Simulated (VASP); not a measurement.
Set up this calculation in VASP 6.6.1, as the native input.

* Task: single point
* Functional: LDA
* Potentials or basis: VASP PAW LDA potentials, release 64 (Pb_d, O)
* Cutoff: 520 eV
* k mesh: 7 × 7 × 6
* Occupations: fermi-dirac, width 0.03 eV
* Spin: no spin polarisation
* Dipole correction: no
* Further INCAR settings: ALGO = Normal; EDIFF = 1e-06; NBANDS = 28

The structure of PbO lies in POSCAR:

```
PbO
1.0
    3.9744000000     -0.0198720000     -0.0198720000
   -0.0198720000      3.9744000000     -0.0198720000
   -0.0251100000     -0.0251100000      5.0220000000
Pb O
2 2
Direct
    0.0000000000      0.5000000000      0.2351000000
    0.5000000000      0.0000000000      0.7649000000
    0.0000000000      0.0000000000      0.0000000000
    0.5000000000      0.5000000000      0.0000000000
```

This cell differs from its parent crystal: equal xy, yz and zx shear strains of -1 %.

These files were run (other wordings do the same):

INCAR

```
PREC = Accurate ; ENCUT = 520
EDIFF = 1E-6 ; ISMEAR = -1
SIGMA = 0.03 ; LREAL = False
LASPH = True ; NELM = 100
ALGO = Normal ; ISIF = 2
LWAVE = False ; LCHARG = True
LELF = True ; LVHAR = True
NBANDS = 28
```

KPOINTS

```
Automatic mesh
0
Gamma
  7 7 6
```

Potentials or basis: VASP PAW LDA potentials, release 64 (Pb_d, O).

Command:

```console
$ cat potpaw_LDA.64/Pb_d/POTCAR potpaw_LDA.64/O/POTCAR > POTCAR
$ mpirun -np 1 vasp_std > vasp.out
```

Results of the run:

- Pressure: -1.6 GPa
- Largest force: 0.127 eV/Å
- Band gap on the k mesh: 1.44 eV (least direct gap 2.22 eV)

Caveat: the cell differs from its parent crystal (equal xy, yz and zx shear strains of -1 %); spin-orbit coupling is left out, which moves the levels of the heavy elements.

Run time: 5.5 min on 1 thread of AMD EPYC 7R13, with other jobs on the host, peak memory 0.24 GiB.
